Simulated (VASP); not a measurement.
Input of a VASP 6.6.1 run:

INCAR

```
PREC = Accurate
ENCUT = 600
EDIFF = 1E-6
ISMEAR = 0
SIGMA = 0.1
LREAL = F
LASPH = T
NELM = 100
ALGO = Fast
ISIF = 3
LWAVE = F
LCHARG = F
GGA = PE
IBRION = 2
NSW = 100
EDIFFG = -0.01
```

Contents of KPOINTS:

```
regular mesh
0
Gamma
  12 12 6
```

POSCAR

```
SrO
1.0
    3.9412472974      0.0000000000      0.0000000000
   -1.9706236487      3.4132202822      0.0000000000
    0.0000000000      0.0000000000      7.2577164436
Sr O
2 2
Direct
    0.0000000000      0.0000000000      0.8064860410
    0.0000000000      0.0000000000      0.1935139590
    0.3333333333      0.6666666667      0.0000000000
    0.6666666667      0.3333333333      0.0000000000
```

Potentials or basis: VASP PAW PBE potentials, release 64 (Sr_sv, O).

Launch:

```console
$ cat potpaw_PBE.64/Sr_sv/POTCAR potpaw_PBE.64/O/POTCAR > POTCAR
$ mpirun -np 1 vasp_std > vasp.out
```

Question: Predict the space group after relaxing (to 0.1 Å).

Answer: P6/mmm (No. 191).

Question: Estimate the relaxed cell.

Answer: a = 3.947 Å, b = 3.947 Å, c = 7.197 Å, α = 90.00°, β = 90.00°, γ = 120.00°.

Question: Predict the relaxed volume.

Answer: 24.27 Å³/atom.

Forces in eV/Å, atoms in the order of the input:
```
Sr   0.000  0.000 -0.007
Sr   0.000  0.000  0.007
O    0.000  0.000  0.000
O    0.000  0.000  0.000
```
